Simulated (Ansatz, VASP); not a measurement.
**One calculation of C, two programs**

```
C
1.0
     0.00000    1.78237    1.78237
     1.78014    0.00223    1.78014
     1.78014    1.78014    0.00223
C
2
Direct
  0.50000 0.50000 0.50000
  0.75000 0.75000 0.75000
```

Change from the starting cell: strain +0.0025 x Voigt [0, 0, 0, 1, 0, 0], atoms carried along.

Alike in both runs: task single point; functional r2SCAN; k mesh 12 × 12 × 12; occupations gaussian, width 0.05 eV; no spin polarisation.

```csv
,VASP,Ansatz
version,VASP 6.6.1,Ansatz 0.2.0
potentials or method,"VASP PAW PBE potentials, release 64 (C_h), cutoff 910 eV","scalar-relativistic, plane waves, PAW"
valence electrons in the cell,8,8
```

VASP gave:

- gap on the k mesh at the Fermi level (eV): 4.39
- least direct gap on the mesh (eV): 5.86
- rms of the force components (eV/Å): 0.003

What did Ansatz give for the same quantities?

gap on the k mesh at the Fermi level (eV): 4.38; least direct gap on the mesh (eV): 5.86; rms of the force components (eV/Å): 0.003.

VASP's potentials were made for PBE, not for r2SCAN. Atom by atom the forces differ by 0.000 eV/Å (rms over components).

Noted on VASP's run: the cutoff is short for stress, so the pressure is rough.
